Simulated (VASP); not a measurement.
# CsSnBr3 (Pm-3m) in VASP: further runs, part 2 of 2

VASP 6.6.1. Earlier steps stand in the parts before.

## Step 3: Single point, HSE06

Contents of POSCAR:

```
CsSnBr3
1.0
    5.8411490944      0.0000000000      0.0000000000
    0.0000000000      5.8411490944      0.0000000000
    0.0000000000      0.0000000000      5.8411490944
Cs Sn Br
1 1 3
Direct
    0.0000000000      0.0000000000      0.0000000000
    0.5000000000      0.5000000000      0.5000000000
    0.5000000000      0.5000000000      0.0000000000
    0.5000000000      0.0000000000      0.5000000000
    0.0000000000      0.5000000000      0.5000000000
```

Contents of INCAR.step1:

```
PREC = Accurate ; ENCUT = 400
EDIFF = 1E-5 ; ISMEAR = 0
SIGMA = 0.01 ; LREAL = F
LASPH = T ; NELM = 120
ALGO = Normal ; ISIF = 2
LWAVE = T ; LCHARG = F
GGA = PE ; NBANDS = 30
GGA_COMPAT = F
```

Contents of INCAR.step2:

```
PREC = Accurate ; ENCUT = 400
EDIFF = 1E-6 ; ISMEAR = 0
SIGMA = 0.01 ; LREAL = F
LASPH = T ; NELM = 120
ALGO = Normal ; ISIF = 2
LWAVE = F ; LCHARG = F
GGA = PE ; LHFCALC = T
HFSCREEN = 0.2079 ; PRECFOCK = Normal
ISTART = 1 ; NBANDS = 30
GGA_COMPAT = F
```

Contents of KPOINTS:

```
regular mesh
0
Gamma
  2 2 2
```

Potentials or basis: VASP PAW PBE potentials, release 64 (Cs_sv, Sn_d, Br).

Command:

```console
cat potpaw_PBE.64/Cs_sv/POTCAR potpaw_PBE.64/Sn_d/POTCAR potpaw_PBE.64/Br/POTCAR > POTCAR
cp INCAR.step1 INCAR
mpirun -np 1 vasp_std > vasp.out
cp INCAR.step2 INCAR
mpirun -np 1 vasp_std > vasp.out
```

OUTCAR:

```text
PREC = Accurate
   ENCUT = 400
   EDIFF = 1E-6
   ISMEAR = 0
   LREAL = F
   LASPH = T
   NELM = 120
   ISIF = 2
   GGA = PE
   LHFCALC = T
   HFSCREEN = 0.2079
   PRECFOCK = Normal
   ISTART = 1

 ion  position               nearest neighbor table
   1  0.000  0.000  0.000-
   2  0.500  0.500  0.500-   3 2.92   4 2.92   5 2.92   3 2.92   4 2.92   5 2.92
   3  0.500  0.500  0.000-   2 2.92   2 2.92
   4  0.500  0.000  0.500-   2 2.92   2 2.92
   5  0.000  0.500  0.500-   2 2.92   2 2.92

  LATTYP: Found a simple cubic cell.
 ALAT       =     5.8411490944

  Lattice vectors:

 A1 = (   5.8411490944,   0.0000000000,   0.0000000000)
 A2 = (   0.0000000000,   5.8411490944,   0.0000000000)
 A3 = (   0.0000000000,   0.0000000000,   5.8411490944)

Analysis of symmetry for initial positions (statically):
=====================================================================
 Subroutine PRICEL returns:
 Original cell was already a primitive cell.

 Routine SETGRP: Setting up the symmetry group for a
 simple cubic supercell.

 Subroutine GETGRP returns: Found 48 space group operations
 (whereof 48 operations were pure point group operations)
 out of a pool of 48 trial point group operations.

The static configuration has the point symmetry O_h .

Analysis of symmetry for dynamics (positions and initial velocities):
=====================================================================
 Subroutine PRICEL returns:
 Original cell was already a primitive cell.

 Routine SETGRP: Setting up the symmetry group for a
 simple cubic supercell.

 Subroutine GETGRP returns: Found 48 space group operations
 (whereof 48 operations were pure point group operations)
 out of a pool of 48 trial point group operations.

The dynamic configuration has the point symmetry O_h .

 Subroutine INISYM returns: Found 48 space group operations
 (whereof 48 operations are pure point group operations),
 and found     1 'primitive' translations

----------------------------------------------------------------------------------------

                                     Primitive cell

  volume of cell :     199.2943

  direct lattice vectors                    reciprocal lattice vectors
     5.841149094  0.000000000  0.000000000     0.171199191  0.000000000  0.000000000
     0.000000000  5.841149094  0.000000000     0.000000000  0.171199191  0.000000000
     0.000000000  0.000000000  5.841149094     0.000000000  0.000000000  0.171199191

  length of vectors
     5.841149094  5.841149094  5.841149094     0.171199191  0.171199191  0.171199191

  position of ions in fractional coordinates (direct lattice)
     0.000000000  0.000000000  0.000000000
     0.500000000  0.500000000  0.500000000
     0.500000000  0.500000000  0.000000000
     0.500000000  0.000000000  0.500000000
[... 29 lines left out ...]
     0.000000000  0.000000000  0.000000000

 Subroutine IBZKPT returns following result:
 ===========================================

 Found      4 irreducible k-points:

 Following reciprocal coordinates:
            Coordinates               Weight
  0.000000  0.000000  0.000000      1.000000
  0.500000  0.000000  0.000000      3.000000
  0.500000  0.500000  0.000000      3.000000
  0.500000  0.500000  0.500000      1.000000
   k-points           NKPTS =      4   k-points in BZ     NKDIM =      8   number of bands    NBANDS=     30
   number of dos      NEDOS =    301   number of ions     NIONS =      5
   total plane-waves  NPLWV =  64000
   dimension x,y,z NGX =    40 NGY =   40 NGZ =   40
   dimension x,y,z NGXF=    80 NGYF=   80 NGZF=   80
   ions per type =               1   1   3
   NGX,Y,Z   is equivalent  to a cutoff of  11.38, 11.38, 11.38 a.u.
   NGXF,Y,Z  is equivalent  to a cutoff of  22.77, 22.77, 22.77 a.u.
 SYSTEM =  unknown system
   PREC   = accura    normal or accurate (medium, high low for compatibility)
   ISTART =      1    job   : 0-new  1-cont  2-samecut
   ICHARG =      0    charge: 1-file 2-atom 10-const
   ISPIN  =      1    spin polarized calculation?
   LNONCOLLINEAR =      F non collinear calculations
   LSORBIT =      F    spin-orbit coupling
   LASPH  =      T    aspherical Exc in radial PAW
   ENCUT  =  400.0 eV  29.40 Ry    5.42 a.u.   9.53  9.53  9.53*2*pi/ulx,y,z
   NELM   =    120;   NELMIN=  2; NELMDL=  0     # of ELM steps
   EDIFF  = 0.1E-05   stopping-criterion for ELM
   LREAL  =      F    real-space projection
   EDIFFG = 0.1E-04   stopping-criterion for IOM
   NSW    =      0    number of steps for IOM
   IBRION =     -1    ionic relax: 0-MD 1-quasi-New 2-CG
   NFREE  =      0    steps in history (QN), initial steepest desc. (CG)
   ISIF   =      2    stress and relaxation
   ISYM   =      3    0-nonsym 1-usesym 2-fastsym
   POTIM  = 0.5000    time-step for ionic-motion
   TEBEG  =    0.0;   TEEND  =   0.0 temperature during run
   PSTRESS=    0.0 pullay stress
   NELECT =      44.0000    total number of electrons
   NUPDOWN=      -1.0000    fix difference up-down
   EMIN   =  10.00;   EMAX   =-10.00  energy-range for DOS
   EFERMI =   0.00;   METHOD = LEGACY
   ISMEAR =     0;   SIGMA  =   0.01  broadening in eV -4-tet -1-fermi 0-gaus
   EFERMI_NEDOS =   21; number of points for ismear=-14 and -15
   IALGO  =     38    algorithm
   IMIX   =      1    mixing-type and parameters
     AMIX     =   0.40;   BMIX     =  1.00
     AMIX_MAG =   1.60;   BMIX_MAG =  1.00
  volume/ion in A,a.u.               =      39.86       268.98
  Fermi-wavevector in a.u.,A,eV,Ry     =   0.989451  1.869790 13.320272  0.979012
  Thomas-Fermi vector in A             =   2.121050
   LORBIT       =      0    0 simple, 1 ext, 2 COOP (PROOUT), +10 PAW based schemes
   GGA     = PE    functional components
   LHFCALC =     T    Hartree Fock is set to
   PRECFOCK=normal    Normal, Fast or Accurate (Low or Medium for compatibility)
   ENCUT4O =  -1.0   cutoff for four orbital integrals eV
   NKREDX  =     1    reduce k-point grid by
   NKREDY  =     1    reduce k-point grid by
   NKREDZ  =     1    reduce k-point grid by
   AEXX    =    0.2500 exact exchange contribution
   HFSCREEN=    0.2079 screening length (either q_TF or 0.3 A-1)
   HFSCREENC=   0.2079 screening length for correlation (either q_TF or 0.3 A-1)
   ENCUTFOCK=  -1.0 apply spherical cutoff to Coloumb kernel
   IVDW    =     0    specifies the selected vdW correction
   LEPSILON=     F    determine dielectric tensor
   LRPA    =     F    only Hartree local field effects (RPA)
 non-spin polarized calculation
 Gauss-broadening in eV      SIGMA  =   0.01
  energy-cutoff  :      400.00
  volume of cell :      199.29
 maximum number of plane-waves:      3695
 NGX is ok and might be reduce to    40
  NGX = 30; NGY = 30; NGZ = 30

 number of electron      44.0000004 magnetization

 Free energy of the ion-electron system (eV)
  ---------------------------------------------------
  ext. energy  EPLUGINS =         0.00000000
  ---------------------------------------------------
  free energy    TOTEN  =       -18.04042214 eV

  energy without entropy =      -18.04042214  energy(sigma->0) =      -18.04042214

 E-fermi :   1.8106     XC(G=0):  -6.4126

 val. band max:        1.7549935592   @ k =   0.5000   0.5000   0.5000
 cond. band min:       2.8361254363   @ k =   0.5000   0.5000   0.5000
 fundamental gap:      1.0811318770
 Fermi energy:         1.8105999919

 k-point     1 :       0.0000    0.0000    0.0000
  band No.  band energies     occupation
      1     -22.7732      2.00000
      2     -22.7732      2.00000
      3     -22.7388      2.00000
      4     -22.7388      2.00000
      5     -22.7388      2.00000
      6     -22.2061      2.00000
[... 121 lines left out ...]
     29       6.9177      0.00000
     30       8.2866      0.00000

------------------------ aborting loop because EDIFF is reached ----------------------------------------

  FORCE on cell =-STRESS in cart. coord.  units (eV):
  Direction    XX          YY          ZZ          XY          YZ          ZX
  --------------------------------------------------------------------------------------
  -------------------------------------------------------------------------------------
  Total        2.1091236      2.1091236      2.1091236      0.0000000     -0.0000000      0.0000000
  in kB       16.9557787     16.9557787     16.9557787      0.0000000     -0.0000000      0.0000000
  external PRESSURE =      16.9557787 kB  Pullay stress =       0.0000000 kB

 VOLUME and BASIS-vectors are now :
 -----------------------------------------------------------------------------
  energy-cutoff  :      400.00
  volume of cell :      199.29
      direct lattice vectors                 reciprocal lattice vectors
     5.841149094  0.000000000  0.000000000     0.171199191  0.000000000  0.000000000
     0.000000000  5.841149094  0.000000000     0.000000000  0.171199191  0.000000000
     0.000000000  0.000000000  5.841149094     0.000000000  0.000000000  0.171199191

 POSITION                                       TOTAL-FORCE (eV/Angst)
 -----------------------------------------------------------------------------------
      0.00000      0.00000      0.00000         0.000000      0.000000      0.000000
      2.92057      2.92057      2.92057         0.000000      0.000000      0.000000
      2.92057      2.92057      0.00000         0.000000      0.000000      0.000000
      2.92057      0.00000      2.92057         0.000000      0.000000      0.000000
      0.00000      2.92057      2.92057         0.000000      0.000000      0.000000
 -----------------------------------------------------------------------------------
    total drift:                                0.000002      0.000000      0.000000

  FREE ENERGIE OF THE ION-ELECTRON SYSTEM (eV)
  ---------------------------------------------------
  free  energy   TOTEN  =       -18.0404221446 eV

  energy  without entropy=      -18.0404221446  energy(sigma->0) =      -18.04042214
```

It took 8.8 min on 1 thread of Intel Xeon 8259CL, shared host; peak memory 0.37 GiB.

What came out:

```
Free energy            : -18.0404 eV
Pressure               : 1.7 GPa
Band gap on the k mesh : 1.08 eV
```

Caveat: the k points lie up to 0.54 Å⁻¹ apart; the PAW data sets were made with another functional, which shifts forces and pressure a little; spin-orbit coupling is left out, which moves the levels of the heavy elements. A k mesh can miss the band edges.

## Step 4: Single point, PBE-based screened hybrid with 10 % exact exchange

POSCAR is that of step 3.

Contents of INCAR.step1:

```
SYSTEM = CsSnBr3
  ALGO = Normal
  EDIFF = 1E-5
  ENCUT = 400
  GGA = PE
  GGA_COMPAT = .False.
  ISIF = 2
  ISMEAR = 0
  LASPH = .True.
  LCHARG = .False.
  LREAL = .False.
  LWAVE = .True.
  NBANDS = 30
  NELM = 120
  PREC = Accurate
  SIGMA = 0.01
```

Contents of INCAR.step2:

```
SYSTEM = CsSnBr3
  AEXX = 0.1
  ALGO = Normal
  EDIFF = 1E-6
  ENCUT = 400
  GGA = PE
  GGA_COMPAT = .False.
  HFSCREEN = 0.3
  ISIF = 2
  ISMEAR = 0
  ISTART = 1
  LASPH = .True.
  LCHARG = .False.
  LHFCALC = .True.
  LREAL = .False.
  LWAVE = .False.
  NBANDS = 30
  NELM = 120
  PREC = Accurate
  PRECFOCK = Normal
  SIGMA = 0.01
```

Contents of KPOINTS:

```
k-points
0
Gamma
  2 2 2
  0 0 0
```

Command:

```console
cat potpaw_PBE.64/Cs_sv/POTCAR potpaw_PBE.64/Sn_d/POTCAR potpaw_PBE.64/Br/POTCAR > POTCAR
cp INCAR.step1 INCAR
mpirun -np 1 vasp_std > vasp.out
cp INCAR.step2 INCAR
mpirun -np 1 vasp_std > vasp.out
```

Run time: 6.3 min. Hardware: 1 thread of Intel Xeon 8259CL, shared host; peak memory 0.37 GiB.

Results (log left out):

| Item | Value |
| --- | --- |
| Free energy | -15.9692 eV |
| Pressure | 2.0 GPa |
| Band gap on the k mesh | 0.62 eV |

Levels at points of the mesh, in eV from the valence-band top:
```csv
k point,band 18,band 19,band 20,band 21,band 22,band 23,band 24,band 25,band 26,band 27
"(0.00, 0.00, 0.00)",-3.09,-3.09,-2.95,-2.95,-2.95,2.48,3.52,3.52,4.16,4.16
"(0.50, 0.00, 0.00)",-3.27,-3.23,-3.07,-3.07,-2.04,1.62,3.93,4.55,4.58,4.58
"(0.50, 0.50, 0.00)",-3.39,-3.36,-3.36,-2.59,-1.00,1.15,1.15,4.15,4.67,5.09
"(0.50, 0.50, 0.50)",-3.38,-2.58,-2.58,-2.58,0.00,0.62,0.62,0.62,3.97,4.60
```

Caveat: the k points lie up to 0.54 Å⁻¹ apart; the PAW data sets were made with another functional, which shifts forces and pressure a little; spin-orbit coupling is left out, which moves the levels of the heavy elements.

## Step 5: Single point, HSE06

POSCAR is that of step 4.

Contents of INCAR.step1:

```
SYSTEM = CsSnBr3
ALGO = Normal
EDIFF = 1E-5
ENCUT = 400
GGA = PE
GGA_COMPAT = .False.
ISIF = 2
ISMEAR = 1
LASPH = .True.
LCHARG = .False.
LREAL = .False.
LWAVE = .True.
NBANDS = 30
NELM = 120
PREC = Accurate
SIGMA = 0.2
```

Contents of INCAR.step2:

```
SYSTEM = CsSnBr3
ALGO = Normal
EDIFF = 1E-6
ENCUT = 400
GGA = PE
GGA_COMPAT = .False.
HFSCREEN = 0.2079
ISIF = 2
ISMEAR = 1
ISTART = 1
LASPH = .True.
LCHARG = .False.
LHFCALC = .True.
LREAL = .False.
LWAVE = .False.
NBANDS = 30
NELM = 120
PREC = Accurate
PRECFOCK = Normal
SIGMA = 0.2
```

KPOINTS is that of step 4.

Command:

```console
cat potpaw_PBE.64/Cs_sv/POTCAR potpaw_PBE.64/Sn_d/POTCAR potpaw_PBE.64/Br/POTCAR > POTCAR
cp INCAR.step1 INCAR
mpirun -np 1 vasp_std > vasp.out
cp INCAR.step2 INCAR
mpirun -np 1 vasp_std > vasp.out
```

Run time: 13 min. Hardware: 1 thread of Intel Xeon 8259CL, shared host; peak memory 0.37 GiB.

The run converged. Its results:

- Free energy: -18.0390 eV
- Pressure: 1.7 GPa
- Band gap on the k mesh: 1.08 eV

Levels at points of the mesh, in eV from the valence-band top:
| k point | band 19 | band 20 | band 21 | band 22 | band 23 | band 24 | band 25 | band 26 |
| --- | --- | --- | --- | --- | --- | --- | --- | --- |
| (0.00, 0.00, 0.00) | -3.41 | -3.25 | -3.25 | -3.25 | 2.96 | 4.02 | 4.02 | 4.68 |
| (0.50, 0.00, 0.00) | -3.54 | -3.38 | -3.38 | -2.20 | 2.11 | 4.45 | 5.05 | 5.12 |
| (0.50, 0.50, 0.00) | -3.68 | -3.68 | -2.88 | -1.07 | 1.63 | 1.63 | 4.71 | 5.24 |
| (0.50, 0.50, 0.50) | -2.86 | -2.86 | -2.86 | 0.00 | 1.08 | 1.08 | 1.08 | 4.48 |

Caveat: the k points lie up to 0.54 Å⁻¹ apart; the PAW data sets were made with another functional, which shifts forces and pressure a little; spin-orbit coupling is left out, which moves the levels of the heavy elements. A k mesh can miss the band edges.

## Step 6: Overview

| level | smearing | share of exact exchange | screening parameter | gap on the mesh (eV) | pressure (GPa) |
| --- | --- | --- | --- | --- | --- |
| HSE06 | gaussian 0.01 eV | 0.25 | 0.2079 1/Å | 1.08 | 1.7 |
| PBE-based screened hybrid with 10 % exact exchange | gaussian 0.01 eV | 0.1 | 0.3 1/Å | 0.62 | 2.0 |
| HSE06 | methfessel-paxton 0.2 eV | 0.25 | 0.2079 1/Å | 1.08 | 1.7 |

Alike in all rows: task single point; potentials or basis VASP PAW PBE potentials, release 64 (Cs_sv, Sn_d, Br); no spin polarisation; cell as given; k mesh 2 × 2 × 2; cutoff (eV) 400.

Caveats: all runs use coarse meshes; the PAW data sets were made with another functional, which shifts forces and pressure a little; spin-orbit coupling is left out, which moves the levels of the heavy elements.

Total energies depend on the potentials used, so only differences within one code and one set of settings carry meaning.
